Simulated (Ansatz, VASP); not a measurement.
One calculation of Pd, two programs

Contents of INCAR:

```
SYSTEM = Pd
PREC = Accurate ; ENCUT = 520
EDIFF = 1E-7 ; ISMEAR = 0
SIGMA = 0.15 ; LREAL = .FALSE.
LASPH = .TRUE. ; NELM = 60
ALGO = Normal ; ISIF = 2
LWAVE = .FALSE. ; LCHARG = .FALSE.
GGA = PE ; NBANDS = 11
```

KPOINTS

```
regular mesh
0
G
  20 20 20
  0 0 0
```

POSCAR

```
Pd
1.0
    0.0000000000      1.9449000000      1.8865530000
    1.9449000000      0.0000000000      1.8865530000
    1.9449000000      1.9449000000      0.0000000000
Pd
1
Direct
    0.0000000000      0.0000000000      0.0000000000
```

Input for Ansatz:

```yaml
crystal:
  lattice:
    - [0.0, 1.9449, 1.886553]
    - [1.9449, 0.0, 1.886553]
    - [1.9449, 1.9449, 0.0]
  atoms:
    - { symbol: Pd, position: [0.0, 0.0, 0.0] }
basis:
  ecutwfc: 420
kpoints:
  mp_grid: { grid: [20, 20, 20] }
hamiltonian:
  xc: pbe
scf:
  occupations: { method: gaussian, width: 0.15 }
output:
  forces: true
  stress: true
  eigenvalues: true
```

Change from the starting cell: strain -0.0300 x Voigt [0, 0, 1, 0, 0, 0], atoms carried along.

Alike in both runs: task single point; functional PBE; k mesh 20 × 20 × 20; occupations gaussian, width 0.15 eV; no spin polarisation.

|  | VASP | Ansatz |
| --- | --- | --- |
| version | VASP 6.6.1 | Ansatz 0.2.0 |
| potentials or method | VASP PAW PBE potentials, release 64 (Pd), cutoff 520 eV | scalar-relativistic, plane waves, PAW |
| valence electrons in the cell | 10 | 18 |

Ansatz gave:

```
gap on the k mesh at the Fermi level (eV)                     : none
pressure (GPa)                                                : 14.6
traceless stress, the component that is largest in VASP (GPa) : 1.14
```

**Question.** What did VASP give for the same quantities?

**Answer.** gap on the k mesh at the Fermi level (eV): none; pressure (GPa): 14.2; traceless stress, the component that is largest in VASP (GPa): 1.12.

A gap of «none» marks a metal or a gap that the smearing closes. VASP's potentials hold 10 valence electrons a cell and Ansatz's 18, so a difference there can come from the potentials and not from the codes.
